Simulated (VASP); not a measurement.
Here is a VASP 6.6.1 calculation.

INCAR

```
ALGO = Normal ; EDIFF = 1E-7
ENCUT = 520 ; GGA = PE
ISIF = 2 ; ISMEAR = -1
LASPH = True ; LCHARG = False
LREAL = False ; LWAVE = False
NBANDS = 12 ; NELM = 80
PREC = Accurate ; SIGMA = 0.05
```

Contents of KPOINTS:

```
k-points
0
Gamma
  7 7 7
```

POSCAR

```
La
1.0
    2.7429834768      0.0000000000      0.0000000000
    0.0000000000      2.7429834768      0.0000000000
    0.0000000000      0.0000000000      2.7429834768
La
1
Direct
    0.0000000000      0.0000000000      0.0000000000
```

Potentials or basis: VASP PAW PBE potentials, release 64 (La).

Command:

```bash
$ cat potpaw_PBE.64/La/POTCAR > POTCAR
$ mpirun -np 1 vasp_std > vasp.out
```

Question: Predict the pressure.

Answer: 46.0 GPa.
